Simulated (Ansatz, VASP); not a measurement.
**Ta2NbN3: VASP beside Ansatz**

```xyz
12
Lattice="0.0000 0.0000 -2.9187 2.6140 -4.5276 0.0000 -7.8420 -4.5276 0.0000" Properties=species:S:1:pos:R:3 pbc="T T T"
Ta   -5.2280   -6.0368   -1.4594
Ta    0.0000   -6.0368   -1.4594
Ta   -5.2280   -3.0184   -1.4594
Ta    0.0000   -3.0184   -1.4594
Nb   -7.8420   -4.5276   -2.9187
Nb   -2.6140   -4.5276    0.0000
N    -5.7788   -4.5276    0.0000
N    -0.5508   -4.5276    0.0000
N    -3.6456   -2.7408   -2.9187
N    -6.2596   -7.2684   -2.9187
N    -3.6456   -6.3144   -2.9187
N    -1.0316   -1.7868   -2.9187
```

Alike in both runs: task single point; functional PBE; k mesh 8 × 4 × 4; occupations gaussian, width 0.2 eV; no spin polarisation.

|  | VASP | Ansatz |
| --- | --- | --- |
| version | VASP 6.6.1 | Ansatz 0.2.0 |
| potentials or method | VASP PAW PBE potentials, release 64 (Ta_pv, Nb_sv, N), cutoff 520 eV | scalar-relativistic, plane waves, PAW |
| valence electrons in the cell | 100 | 108 |

|  | VASP | Ansatz | Ansatz less VASP |
| --- | --- | --- | --- |
| gap on the k mesh at the Fermi level (eV) | none | none | - |
| pressure (GPa) | 0.4 | 0.1 | -0.34 |
| traceless stress, the component that is largest in VASP (GPa) | -0.22 | -0.48 | -0.261 |
| rms of the force components (eV/Å) | 0.034 | 0.019 | -0.0147 |

Atom by atom the forces differ by 0.022 eV/Å (rms over components). A gap of «none» marks a metal or a gap that the smearing closes. VASP's potentials hold 100 valence electrons a cell and Ansatz's 108, so a difference there can come from the potentials and not from the codes.

Neither program's run includes spin-orbit coupling.
